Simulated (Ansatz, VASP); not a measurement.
# One calculation of SnO2, two programs

Contents of INCAR:

```
PREC = Accurate
ENCUT = 520
EDIFF = 1E-6
ISMEAR = 0
SIGMA = 0.05
LREAL = F
LASPH = T
NELM = 60
ALGO = Normal
ISIF = 2
LWAVE = F
LCHARG = F
GGA = PE
NBANDS = 35
```

File KPOINTS:

```
Automatic mesh
0
Gamma
  6 6 8
```

Contents of POSCAR:

```
SnO2
1.0
    4.9204074109      0.0000000000      0.0000000000
    0.0000000000      4.9204074109      0.0000000000
    0.0000000000      0.0000000000      3.3091764911
Sn O
2 4
Direct
    0.0000000000      0.0000000000      0.0000000000
    0.5000000000      0.5000000000      0.5000000000
    0.3071000000      0.3071000000      0.0000000000
    0.1929000000      0.8071000000      0.5000000000
    0.6929000000      0.6929000000      0.0000000000
    0.8071000000      0.1929000000      0.5000000000
```

Input for Ansatz:

```yaml
crystal:
  lattice:
    - [4.9204074109, 0.0, 0.0]
    - [0.0, 4.9204074109, 0.0]
    - [0.0, 0.0, 3.3091764911]
  atoms:
    - { symbol: Sn, position: [0.0, 0.0, 0.0] }
    - { symbol: Sn, position: [0.5, 0.5, 0.5] }
    - { symbol: O, position: [0.3071, 0.3071, 0.0] }
    - { symbol: O, position: [0.1929, 0.8071, 0.5] }
    - { symbol: O, position: [0.6929, 0.6929, 0.0] }
    - { symbol: O, position: [0.8071, 0.1929, 0.5] }
basis:
  ecutwfc: 500
  fft_grid_basis: typed
kpoints:
  mp_grid: { grid: [6, 6, 8] }
hamiltonian:
  xc: pbe
scf:
  occupations: { method: gaussian, width: 0.05 }
output:
  forces: true
  stress: true
  eigenvalues: true
  bader: true
  write_density: true
  volumetric_format: npy
  elf: true
```

Alike in both runs: task single point; functional PBE; k mesh 6 × 6 × 8; occupations gaussian, width 0.05 eV; no spin polarisation.

|  | VASP | Ansatz |
| --- | --- | --- |
| version | VASP 6.6.1 | Ansatz 0.2.0 |
| potentials or method | VASP PAW PBE potentials, release 64 (Sn_d, O), cutoff 520 eV | scalar-relativistic, plane waves, PAW |
| valence electrons in the cell | 52 | 52 |

VASP gave:

```
gap on the k mesh at the Fermi level (eV)                     : 0.06
pressure (GPa)                                                : -8.8
traceless stress, the component that is largest in VASP (GPa) : -2.06
rms of the force components (eV/Å)                            : 0.054
```

Question: Estimate Ansatz's values.

Answer: gap on the k mesh at the Fermi level (eV): 0.07; pressure (GPa): -9.3; traceless stress, the component that is largest in VASP (GPa): -2.26; rms of the force components (eV/Å): 0.062.

Atom by atom the forces differ by 0.008 eV/Å (rms over components).
